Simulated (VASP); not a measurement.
Input of a VASP 6.6.1 run:

The input POSCAR:

```
GaP
1.0
    0.0000000000      2.7253000000      2.7253000000
    2.7253000000      0.0000000000      2.7253000000
    2.7253000000      2.7253000000      0.0000000000
Ga P
1 1
Direct
    0.0000000000      0.0000000000      0.0000000000
    0.2500000000      0.2500000000      0.2500000000
```

Contents of INCAR.step1:

```
SYSTEM = GaP
PREC = Accurate ; ENCUT = 520
ISMEAR = 0 ; SIGMA = 0.01
LREAL = .False. ; LASPH = .True.
NELM = 100 ; NBANDS = 16
GGA = PE ; ALGO = Normal
EDIFF = 1E-4 ; LWAVE = .True.
LCHARG = .False.
```

Contents of INCAR.step2:

```
SYSTEM = GaP
PREC = Accurate ; ENCUT = 520
EDIFF = 1E-6 ; ISMEAR = 0
SIGMA = 0.01 ; LREAL = .False.
LASPH = .True. ; NELM = 100
ALGO = Normal ; ISIF = 2
LWAVE = .False. ; LCHARG = .False.
METAGGA = R2SCAN ; LMIXTAU = .True.
NBANDS = 16 ; ISTART = 1
```

Contents of KPOINTS:

```
regular mesh
0
Gamma
  8 8 8
  0 0 0
```

Potentials or basis: VASP PAW PBE potentials, release 64 (Ga_d, P).

Launch:

```console
$ cat potpaw_PBE.64/Ga_d/POTCAR potpaw_PBE.64/P/POTCAR > POTCAR
$ cp INCAR.step1 INCAR
$ mpirun -np 1 vasp_std > vasp.out
$ cp INCAR.step2 INCAR
$ mpirun -np 1 vasp_std > vasp.out
```

(1) Predict the band gap on the k mesh.

(2) Estimate the pressure.

Results:

(1) 1.90 eV (least direct gap 2.34 eV).

(2) 0.0 GPa.

Caveat: the PAW data sets were made with another functional, which shifts forces and pressure a little.
